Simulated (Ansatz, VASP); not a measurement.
ScIr3C in VASP and in Ansatz

The input INCAR:

```
SYSTEM = ScIr3C
PREC = Accurate
ENCUT = 520
EDIFF = 1E-6
ISMEAR = 1
SIGMA = 0.05
LREAL = .False.
LASPH = .True.
NELM = 80
ALGO = Normal
ISIF = 2
LWAVE = .False.
LCHARG = .True.
GGA = PE
LELF = .True.
LVHAR = .True.
NBANDS = 29
```

File KPOINTS:

```
Automatic mesh
0
Gamma
  5 5 5
  0 0 0
```

Contents of POSCAR:

```
ScIr3C
1.0
    4.7669889446      0.0000000000      0.0000000000
    0.0000000000      4.7669889446      0.0000000000
    0.0000000000      0.0000000000      4.7669889446
Sc Ir C
1 3 1
Direct
    0.0000000000      0.0000000000      0.0000000000
    0.5000000000      0.0000000000      0.0000000000
    0.0000000000      0.5000000000      0.0000000000
    0.0000000000      0.0000000000      0.5000000000
    0.5000000000      0.5000000000      0.5000000000
```

Input for Ansatz:

```yaml
crystal:
  lattice:
    - [4.76698894457062, 0.0, 0.0]
    - [0.0, 4.76698894457062, 0.0]
    - [0.0, 0.0, 4.76698894457062]
  atoms:
    - { symbol: Sc, position: [0.0, 0.0, 0.0] }
    - { symbol: Ir, position: [0.5, 0.0, 0.0] }
    - { symbol: Ir, position: [0.0, 0.5, 0.0] }
    - { symbol: Ir, position: [0.0, 0.0, 0.5] }
    - { symbol: C, position: [0.5, 0.5, 0.5] }
basis:
  ecutwfc: 500.0
kpoints:
  mp_grid:
    grid: [5, 5, 5]
hamiltonian:
  xc: pbe
scf:
  occupations:
    method: methfessel_paxton
    width: 0.05
output:
  stress: true
```

Alike in both runs: task single point; functional PBE; k mesh 5 × 5 × 5; occupations methfessel-paxton of order 1, width 0.05 eV; no spin polarisation.

|  | VASP | Ansatz |
| --- | --- | --- |
| version | VASP 6.6.1 | Ansatz 0.2.0 |
| potentials or method | VASP PAW PBE potentials, release 64 (Sc_sv, Ir, C), cutoff 520 eV | plane waves, PAW |
| valence electrons in the cell | 42 | 66 |

```tsv
	VASP	Ansatz	Ansatz less VASP
pressure (GPa)	-4.5	-5.1	-0.55
```

The functional is the same, so the differences come from potentials, cutoffs and numerics. VASP's potentials hold 42 valence electrons a cell and Ansatz's 66, so a difference there can come from the potentials and not from the codes.

Spin-orbit coupling is off throughout.
